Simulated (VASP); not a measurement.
# EuS (Fm-3m) in VASP: single point with PBE+U

Aim: the single point of EuS with PBE+U.

All numbers are computed with VASP 6.6.1; they aren't measurements. Logs are shortened: lines on timing, memory, paths and dates and some standing lists are left out, and cuts for length are marked.

### Step 1. The cell of the first run

Symmetry: Fm-3m, No. 225, cubic system. The conventional cell has a = 5.957 Å, b = 5.957 Å, c = 5.957 Å, α = 90.00°, β = 90.00°, γ = 90.00°. Within 3.9 Å of Eu (site symmetry m-3m) lie 6 S at 2.98 Å. Within 3.9 Å of S (site symmetry m-3m) lie 6 Eu at 2.98 Å.

### Step 2. Single point, PBE+U, collinear spin, antiferromagnetic start

Contents of INCAR:

```
PREC = Accurate ; ENCUT = 600
EDIFF = 1E-6 ; ISMEAR = 0
SIGMA = 0.05 ; LREAL = False
LASPH = True ; NELM = 200
ALGO = Normal ; ISIF = 2
LWAVE = False ; LCHARG = False
ISPIN = 2 ; MAGMOM = 7 -7 0 0
LORBIT = 11 ; LMAXMIX = 6
LDAU = True ; LDAUTYPE = 2
LDAUL = 3 -1 ; LDAUU = 6 0
LDAUJ = 0 0 ; LDAUPRINT = 1
GGA = PE ; NBANDS = 35
GGA_COMPAT = False
```

Contents of KPOINTS:

```
regular mesh
0
Gamma
  8 8 4
```

Contents of POSCAR:

```
EuS
1.0
    0.0000000000      2.9785018670      2.9785018670
    5.9570037340      2.9785018670      2.9785018670
    5.9570037340      5.9570037340      0.0000000000
Eu S
2 2
Direct
    0.5000000000      0.5000000000      0.0000000000
    0.5000000000      0.5000000000      0.5000000000
    0.0000000000      0.0000000000      0.0000000000
    0.0000000000      0.0000000000      0.5000000000
```

Potentials or basis: VASP PAW PBE potentials, release 64 (Eu, S).

Command:

```sh
$ cat potpaw_PBE.64/Eu/POTCAR potpaw_PBE.64/S/POTCAR > POTCAR
$ mpirun -np 1 vasp_std > vasp.out
```

OUTCAR:

```text
PREC = Accurate
   ENCUT = 600
   EDIFF = 1E-6
   ISMEAR = 0
   LREAL = False
   LASPH = True
   NELM = 200
   ISIF = 2
   ISPIN = 2
   LORBIT = 11
   GGA = PE

 ion  position               nearest neighbor table
   1  0.500  0.500  0.000-   4 2.98   3 2.98   4 2.98   3 2.98   4 2.98   4 2.98
   2  0.500  0.500  0.500-   3 2.98   3 2.98   4 2.98   4 2.98   3 2.98   3 2.98
   3  0.000  0.000  0.000-   2 2.98   1 2.98   2 2.98   1 2.98   2 2.98   2 2.98
   4  0.000  0.000  0.500-   1 2.98   1 2.98   2 2.98   2 2.98   1 2.98   1 2.98

  LATTYP: Found a simple tetragonal cell.
 ALAT       =     4.2122377359
 C/A-ratio  =     1.4142135624

  Lattice vectors:

 A1 = (   0.0000000000,  -2.9785018670,   2.9785018670)
 A2 = (   0.0000000000,  -2.9785018670,  -2.9785018670)
 A3 = (   5.9570037340,   0.0000000000,   0.0000000000)

Analysis of symmetry for initial positions (statically):
=====================================================================
 Subroutine PRICEL returns following result:

  LATTYP: Found a face centered cubic cell.
 ALAT       =     5.9570037340
[... 12 lines left out ...]
 Subroutine GETGRP returns: Found 16 space group operations
 (whereof 16 operations were pure point group operations)
 out of a pool of 16 trial point group operations.

The static configuration has the point symmetry D_4h.

Analysis of symmetry for dynamics (positions and initial velocities):
=====================================================================
 Subroutine PRICEL returns following result:

  LATTYP: Found a face centered cubic cell.
 ALAT       =     5.9570037340
[... 12 lines left out ...]
 Subroutine GETGRP returns: Found 16 space group operations
 (whereof 16 operations were pure point group operations)
 out of a pool of 16 trial point group operations.

The dynamic configuration has the point symmetry D_4h.

Analysis of structural, dynamic, and magnetic symmetry:
=====================================================================
 Subroutine PRICEL returns following result:

  LATTYP: Found a face centered cubic cell.
 ALAT       =     5.9570037340
[... 12 lines left out ...]
 Subroutine GETGRP returns: Found 16 space group operations
 (whereof 16 operations were pure point group operations)
 out of a pool of 16 trial point group operations.

The overall configuration has the point symmetry D_4h.

 Subroutine INISYM returns: Found 16 space group operations
 (whereof 16 operations are pure point group operations),
 and found     2 'primitive' translations

----------------------------------------------------------------------------------------

                                     Primitive cell

  volume of cell :      52.8474

  direct lattice vectors                    reciprocal lattice vectors
    -2.978501867  2.978501867 -0.000000000    -0.167869628  0.167869628 -0.167869628
    -2.978501867  0.000000000  2.978501867    -0.167869628 -0.167869628  0.167869628
     0.000000000  2.978501867  2.978501867     0.167869628  0.167869628  0.167869628

  length of vectors
     4.212237736  4.212237736  4.212237736     0.290758725  0.290758725  0.290758725

  position of ions in fractional coordinates (direct lattice)
     0.500000000  0.500000000  0.500000000
[... 155 lines left out ...]
  o =  0.0025  v =  0.0000  0.0000  0.0000  0.0000  0.0000  0.0000  0.0000 -0.7902  0.0000 -0.6129 -0.0023  0.0000 -0.0000 -0.0000      0.0000  0.0000  0.0000  0.0000  0.0000  0.0000  0.0000  0.0000  0.0000  0.0000  0.0000  0.0000  0.0000  0.0000
  o =  0.9743  v =  0.0000 -0.0000  0.0000  0.9656 -0.0000  0.2600  0.0000  0.0000  0.0000  0.0000  0.0000  0.0000  0.0000  0.0000      0.0000  0.0000  0.0000  0.0000  0.0000  0.0000  0.0000  0.0000  0.0000  0.0000  0.0000  0.0000  0.0000  0.0000
  o =  0.9743  v =  0.6042 -0.0000  0.7969 -0.0000  0.0000  0.0000  0.0000  0.0000  0.0000  0.0000  0.0000  0.0000  0.0000  0.0000      0.0000  0.0000  0.0000  0.0000  0.0000  0.0000  0.0000  0.0000  0.0000  0.0000  0.0000  0.0000  0.0000  0.0000
  o =  0.9754  v =  0.0000  0.0000 -0.0000 -0.0000 -0.6124 -0.0000  0.7906  0.0000  0.0000  0.0000  0.0000  0.0000  0.0000  0.0000      0.0000  0.0000  0.0000  0.0000  0.0000  0.0000  0.0000  0.0000  0.0000  0.0000  0.0000  0.0000  0.0000  0.0000
  o =  0.9756  v =  0.0000  1.0000  0.0000  0.0000  0.0000 -0.0000 -0.0000  0.0000  0.0000  0.0000  0.0000  0.0000  0.0000  0.0000      0.0000  0.0000  0.0000  0.0000  0.0000  0.0000  0.0000  0.0000  0.0000  0.0000  0.0000  0.0000  0.0000  0.0000
  o =  0.9765  v =  0.0000 -0.0000 -0.0000  0.2600  0.0000 -0.9656  0.0000  0.0000  0.0000  0.0000  0.0000  0.0000  0.0000  0.0000      0.0000  0.0000  0.0000  0.0000  0.0000  0.0000  0.0000  0.0000  0.0000  0.0000  0.0000  0.0000  0.0000  0.0000
  o =  0.9765  v =  0.7969  0.0000 -0.6042 -0.0000  0.0000  0.0000  0.0000  0.0000  0.0000  0.0000  0.0000  0.0000  0.0000  0.0000      0.0000  0.0000  0.0000  0.0000  0.0000  0.0000  0.0000  0.0000  0.0000  0.0000  0.0000  0.0000  0.0000  0.0000
  o =  0.9766  v = -0.0000  0.0000  0.0000 -0.0000  0.7906  0.0000  0.6124  0.0000  0.0000  0.0000  0.0000  0.0000  0.0000  0.0000      0.0000  0.0000  0.0000  0.0000  0.0000  0.0000  0.0000  0.0000  0.0000  0.0000  0.0000  0.0000  0.0000  0.0000

atom =   2  type =  1  l = 3

 onsite density matrix

spin component  1

  0.0018 -0.0000  0.0009  0.0000 -0.0000  0.0000 -0.0000
 -0.0000  0.0001  0.0000  0.0000 -0.0000  0.0000  0.0000
  0.0009  0.0000  0.0014  0.0000  0.0000 -0.0000 -0.0000
  0.0000  0.0000  0.0000  0.0025 -0.0000  0.0000  0.0000
 -0.0000 -0.0000  0.0000 -0.0000  0.0014  0.0000 -0.0009
  0.0000  0.0000 -0.0000  0.0000  0.0000  0.0007 -0.0000
 -0.0000  0.0000 -0.0000  0.0000 -0.0009 -0.0000  0.0018

spin component  2

  0.9757  0.0000 -0.0011  0.0000  0.0000  0.0000  0.0000
  0.0000  0.9756  0.0000  0.0000  0.0000 -0.0000 -0.0000
 -0.0011  0.0000  0.9751  0.0000 -0.0000 -0.0000 -0.0000
  0.0000  0.0000  0.0000  0.9745  0.0000 -0.0006  0.0000
  0.0000  0.0000 -0.0000  0.0000  0.9761  0.0000  0.0006
  0.0000 -0.0000 -0.0000 -0.0006  0.0000  0.9764  0.0000
  0.0000 -0.0000 -0.0000  0.0000  0.0006  0.0000  0.9758

 occupancies and eigenvectors

  o =  0.0001  v = -0.0000 -1.0000  0.0000  0.0000 -0.0000  0.0000  0.0000  0.0000  0.0000  0.0000  0.0000  0.0000  0.0000  0.0000      0.0000  0.0000  0.0000  0.0000  0.0000  0.0000  0.0000  0.0000  0.0000  0.0000  0.0000  0.0000  0.0000  0.0000
  o =  0.0007  v = -0.6129  0.0000  0.7902 -0.0000  0.0000  0.0006  0.0000  0.0000  0.0000  0.0000  0.0000  0.0000  0.0000  0.0000      0.0000  0.0000  0.0000  0.0000  0.0000  0.0000  0.0000  0.0000  0.0000  0.0000  0.0000  0.0000  0.0000  0.0000
  o =  0.0007  v =  0.0004  0.0000 -0.0005 -0.0006 -0.0000  1.0000 -0.0000  0.0000  0.0000  0.0000  0.0000  0.0000  0.0000  0.0000      0.0000  0.0000  0.0000  0.0000  0.0000  0.0000  0.0000  0.0000  0.0000  0.0000  0.0000  0.0000  0.0000  0.0000
  o =  0.0007  v =  0.0000  0.0000 -0.0000  0.0000  0.7906  0.0000  0.6124  0.0000  0.0000  0.0000  0.0000  0.0000  0.0000  0.0000      0.0000  0.0000  0.0000  0.0000  0.0000  0.0000  0.0000  0.0000  0.0000  0.0000  0.0000  0.0000  0.0000  0.0000
  o =  0.0025  v =  0.0000  0.0000  0.0000 -0.0000 -0.6124 -0.0000  0.7906  0.0000  0.0000  0.0000  0.0000  0.0000  0.0000  0.0000      0.0000  0.0000  0.0000  0.0000  0.0000  0.0000  0.0000  0.0000  0.0000  0.0000  0.0000  0.0000  0.0000  0.0000
  o =  0.0025  v =  0.0012 -0.0000  0.0009 -1.0000  0.0000 -0.0006 -0.0000  0.0000  0.0000  0.0000  0.0000  0.0000  0.0000  0.0000      0.0000  0.0000  0.0000  0.0000  0.0000  0.0000  0.0000  0.0000  0.0000  0.0000  0.0000  0.0000  0.0000  0.0000
  o =  0.0025  v =  0.7902 -0.0000  0.6129  0.0015  0.0000  0.0000 -0.0000  0.0000  0.0000  0.0000  0.0000  0.0000  0.0000  0.0000      0.0000  0.0000  0.0000  0.0000  0.0000  0.0000  0.0000  0.0000  0.0000  0.0000  0.0000  0.0000  0.0000  0.0000
  o =  0.9743  v =  0.0000  0.0000  0.0000  0.0000  0.0000  0.0000  0.0000  0.0000 -0.0000  0.0000  0.9656 -0.0000  0.2600  0.0000      0.0000  0.0000  0.0000  0.0000  0.0000  0.0000  0.0000  0.0000  0.0000  0.0000  0.0000  0.0000  0.0000  0.0000
  o =  0.9743  v =  0.0000  0.0000  0.0000  0.0000  0.0000  0.0000  0.0000 -0.6042  0.0000 -0.7969  0.0000  0.0000  0.0000  0.0000      0.0000  0.0000  0.0000  0.0000  0.0000  0.0000  0.0000  0.0000  0.0000  0.0000  0.0000  0.0000  0.0000  0.0000
  o =  0.9754  v =  0.0000  0.0000  0.0000  0.0000  0.0000  0.0000  0.0000  0.0000  0.0000 -0.0000 -0.0000 -0.6124 -0.0000  0.7906      0.0000  0.0000  0.0000  0.0000  0.0000  0.0000  0.0000  0.0000  0.0000  0.0000  0.0000  0.0000  0.0000  0.0000
  o =  0.9756  v =  0.0000  0.0000  0.0000  0.0000  0.0000  0.0000  0.0000 -0.0000 -1.0000 -0.0000 -0.0000 -0.0000  0.0000  0.0000      0.0000  0.0000  0.0000  0.0000  0.0000  0.0000  0.0000  0.0000  0.0000  0.0000  0.0000  0.0000  0.0000  0.0000
  o =  0.9765  v =  0.0000  0.0000  0.0000  0.0000  0.0000  0.0000  0.0000  0.0000 -0.0000 -0.0000  0.2600  0.0000 -0.9656  0.0000      0.0000  0.0000  0.0000  0.0000  0.0000  0.0000  0.0000  0.0000  0.0000  0.0000  0.0000  0.0000  0.0000  0.0000
  o =  0.9765  v =  0.0000  0.0000  0.0000  0.0000  0.0000  0.0000  0.0000 -0.7969  0.0000  0.6042  0.0000 -0.0000 -0.0000 -0.0000      0.0000  0.0000  0.0000  0.0000  0.0000  0.0000  0.0000  0.0000  0.0000  0.0000  0.0000  0.0000  0.0000  0.0000
  o =  0.9766  v =  0.0000  0.0000  0.0000  0.0000  0.0000  0.0000  0.0000  0.0000 -0.0000 -0.0000  0.0000 -0.7906 -0.0000 -0.6124      0.0000  0.0000  0.0000  0.0000  0.0000  0.0000  0.0000  0.0000  0.0000  0.0000  0.0000  0.0000  0.0000  0.0000

 number of electron      46.0000000 magnetization      -0.0000000

 Free energy of the ion-electron system (eV)
  ---------------------------------------------------
  ext. energy  EPLUGINS =         0.00000000
  ---------------------------------------------------
  free energy    TOTEN  =       -38.27076271 eV

  energy without entropy =      -38.27076271  energy(sigma->0) =      -38.27076271

 E-fermi :   3.4354     XC(G=0):  -9.5534

 val. band max:        3.0840441571   @ k =   0.0000   0.0000   0.0000
 cond. band min:       3.8752629503   @ k =   0.0000   0.0000   0.0000
 fundamental gap:      0.7912187931
 Fermi energy:         3.4353665305

 spin component 1

 k-point     1 :       0.0000    0.0000    0.0000
  band No.  band energies     occupation
      1     -36.3692      1.00000
      2     -33.2307      1.00000
      3     -15.3983      1.00000
      4     -15.3162      1.00000
      5     -15.3162      1.00000
      6     -13.1605      1.00000
[... 1817 lines left out ...]
     34      10.9990      0.00000
     35      11.0688      0.00000

 [... further k-points ...]
[... 5 lines left out ...]
  --------------------------------------------------------------------------------------
  -------------------------------------------------------------------------------------
  Total        0.7911547      0.7326655      0.7326655      0.0000000      0.0000000     -0.0000000
  in kB       11.9927395     11.1061284     11.1061284      0.0000000      0.0000000     -0.0000000
  external PRESSURE =      11.4016654 kB  Pullay stress =       0.0000000 kB

 VOLUME and BASIS-vectors are now :
 -----------------------------------------------------------------------------
  energy-cutoff  :      600.00
  volume of cell :      105.69
      direct lattice vectors                 reciprocal lattice vectors
     0.000000000  2.978501867  2.978501867    -0.167869628  0.167869628  0.167869628
     5.957003734  2.978501867  2.978501867     0.167869628 -0.167869628  0.167869628
     5.957003734  5.957003734  0.000000000     0.000000000  0.167869628 -0.167869628

 POSITION                                       TOTAL-FORCE (eV/Angst)
 -----------------------------------------------------------------------------------
      2.97850      2.97850      2.97850        -0.000000      0.000000     -0.000000
      5.95700      5.95700      2.97850         0.000000     -0.000000      0.000000
      0.00000      0.00000      0.00000         0.000000     -0.000000     -0.000000
      2.97850      2.97850      0.00000         0.000000     -0.000000     -0.000000
 -----------------------------------------------------------------------------------
    total drift:                                0.000000      0.000000      0.000000

  FREE ENERGIE OF THE ION-ELECTRON SYSTEM (eV)
  ---------------------------------------------------
  free  energy   TOTEN  =       -38.2707627115 eV

  energy  without entropy=      -38.2707627115  energy(sigma->0) =      -38.27076271

 total charge

# of ion       s       p       d       f       tot
--------------------------------------------------
    1        2.029   5.790   0.242   6.831  14.893
    2        2.029   5.790   0.242   6.831  14.893
    3        1.317   2.452   0.000   0.000   3.768
    4        1.317   2.452   0.000   0.000   3.768
--------------------------------------------------
tot          6.692  16.483   0.484  13.662  37.322

 magnetization (x)

# of ion       s       p       d       f       tot
--------------------------------------------------
    1       -0.015  -0.118   0.036   6.813   6.715
    2        0.015   0.118  -0.036  -6.813  -6.715
    3        0.002   0.020   0.000   0.000   0.022
    4       -0.002  -0.020   0.000   0.000  -0.022
--------------------------------------------------
tot          0.000   0.000   0.000   0.000   0.000
```

Run time: 23 min. Hardware: 1 thread of Intel Xeon Platinum 8259CL at 2.50GHz (Skylake/Cascade Lake), shared host; peak memory 0.65 GiB.

What came out:

| Item | Value |
| --- | --- |
| Free energy | -38.2708 eV |
| Pressure | 1.1 GPa |
| Band gap on the k mesh | 0.79 eV |
| Net moment | 0.00 μB per cell |
| Site moments | Eu +6.71, -6.71; S +0.02, -0.02 μB |
| Valence electrons inside the program's atomic spheres | Eu 14.89; S 3.77 |

Levels at points of the mesh, in eV from the valence-band top:
Spin up:
```tsv
k point	band 20	band 21	band 22	band 23	band 24	band 25	band 26	band 27
(0.00, 0.00, 0.00)	-0.36	-0.10	0.00	0.00	0.79	2.39	2.79	2.79
(0.50, 0.00, 0.00)	-0.45	-0.45	-0.42	-0.42	4.27	4.37	4.78	4.90
(0.50, 0.50, 0.00)	-0.28	-0.27	-0.27	-0.24	0.81	0.81	4.60	4.76
(0.00, 0.00, 0.50)	-0.42	-0.40	-0.39	-0.35	3.44	4.03	4.08	4.21
(0.50, 0.00, 0.50)	-0.44	-0.42	-0.42	-0.35	3.13	3.13	3.76	3.76
(0.00, 0.50, 0.50)	-0.44	-0.38	-0.07	-0.07	1.35	1.92	3.44	3.91
```
Spin down:
```tsv
k point	band 21	band 22	band 23	band 24	band 25	band 26
(0.00, 0.00, 0.00)	-0.10	0.00	0.00	0.79	2.39	2.79
(0.50, 0.00, 0.00)	-0.45	-0.42	-0.42	4.27	4.37	4.78
(0.50, 0.50, 0.00)	-0.27	-0.27	-0.24	0.81	0.81	4.60
(0.00, 0.00, 0.50)	-0.40	-0.39	-0.35	3.44	4.03	4.08
(0.50, 0.00, 0.50)	-0.42	-0.42	-0.35	3.13	3.13	3.76
(0.00, 0.50, 0.50)	-0.38	-0.07	-0.07	1.35	1.92	3.44
```

Eigenvalues of the final occupation matrices:
```
    site  spin  trace                         eigenvalues
site 1 f     1   6.83  0.97 0.97 0.98 0.98 0.98 0.98 0.98
site 1 f     2   0.01  0.00 0.00 0.00 0.00 0.00 0.00 0.00
site 2 f     1   0.01  0.00 0.00 0.00 0.00 0.00 0.00 0.00
site 2 f     2   6.83  0.97 0.97 0.98 0.98 0.98 0.98 0.98
```

Caveat: the antiferromagnetic order is the one typed at the start, and another may lie lower; spin-orbit coupling is left out, which moves the levels of the heavy elements.
